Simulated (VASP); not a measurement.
A run of VASP 6.6.1 is set up as follows.

Contents of INCAR:

```
ALGO = Normal
EDIFF = 1E-8
ENCUT = 600
GGA = PE
GGA_COMPAT = False
IBRION = 6
ISIF = 3
ISMEAR = 0
IVDW = 12
LASPH = True
LCHARG = False
LREAL = False
LWAVE = False
NELM = 120
NFREE = 2
NSW = 1
POTIM = 0.015
PREC = Accurate
SIGMA = 0.01
```

File KPOINTS:

```
k-points
0
Gamma
  9 9 6
```

POSCAR

```
ZnO
1.0
    3.2548594854      0.0000000000      0.0000000000
   -1.6274297427      2.8187910001      0.0000000000
    0.0000000000      0.0000000000      5.2561144573
Zn O
2 2
Direct
    0.3333333333      0.6666666667      0.5000669693
    0.6666666667      0.3333333333      0.0000669693
    0.6666666667      0.3333333333      0.3789430307
    0.3333333333      0.6666666667      0.8789430307
```

Potentials or basis: VASP PAW PBE potentials, release 64 (Zn, O).

Launch:

```bash
$ cat potpaw_PBE.64/Zn/POTCAR potpaw_PBE.64/O/POTCAR > POTCAR
$ mpirun -np 1 vasp_std > vasp.out
```

Problem. Predict the Voigt bulk modulus.

Solution. 138 GPa.

Problem. What does it give for the highest phonon frequency at Γ, LO-TO splitting left out?

Solution. 530 cm⁻¹.

Problem. What does it give for the dispersion energy per atom?

Solution. -0.221 eV.

Clamped-ion elastic tensor (GPa):
```
264  90  63   0   0   0
 90 264  63   0   0   0
 63  63 288   0   0   0
  0   0   0  53   0   0
  0   0   0   0  53   0
  0   0   0   0   0  87
```
